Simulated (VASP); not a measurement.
A run of VASP 6.6.1 is set up as follows.

Contents of INCAR:

```
SYSTEM = KF
PREC = Accurate
ENCUT = 520
EDIFF = 1E-6
ISMEAR = 0
SIGMA = 0.05
LREAL = .FALSE.
LASPH = .TRUE.
NELM = 80
ALGO = Normal
ISIF = 2
LWAVE = .FALSE.
LCHARG = .FALSE.
GGA = PS
IVDW = 12
NBANDS = 15
```

The input KPOINTS:

```
Automatic mesh
0
G
  8 8 8
  0 0 0
```

The input POSCAR:

```
KF
1.0
    0.0000000000      2.6734993184      2.6734993184
    2.6734993184      0.0000000000      2.6734993184
    2.6734993184      2.6734993184      0.0000000000
K F
1 1
Direct
    0.0000000000      0.0000000000      0.0000000000
    0.5000000000      0.5000000000      0.5000000000
```

Potentials or basis: VASP PAW PBE potentials, release 64 (K_sv, F).

Run with:

```console
$ cat potpaw_PBE.64/K_sv/POTCAR potpaw_PBE.64/F/POTCAR > POTCAR
$ mpirun -np 1 vasp_std > vasp.out
```

Question: What does it give for the pressure?

Answer: -2.1 GPa.

Question: What does it give for the band gap on the k mesh?

Answer: 6.02 eV, direct.

Question: Estimate the dispersion energy per atom.

Answer: -0.161 eV.

Caveat: the PAW data sets were made with another functional, which shifts forces and pressure a little. A hybrid or GW would open this gap; PBEsol tends to underestimate it.
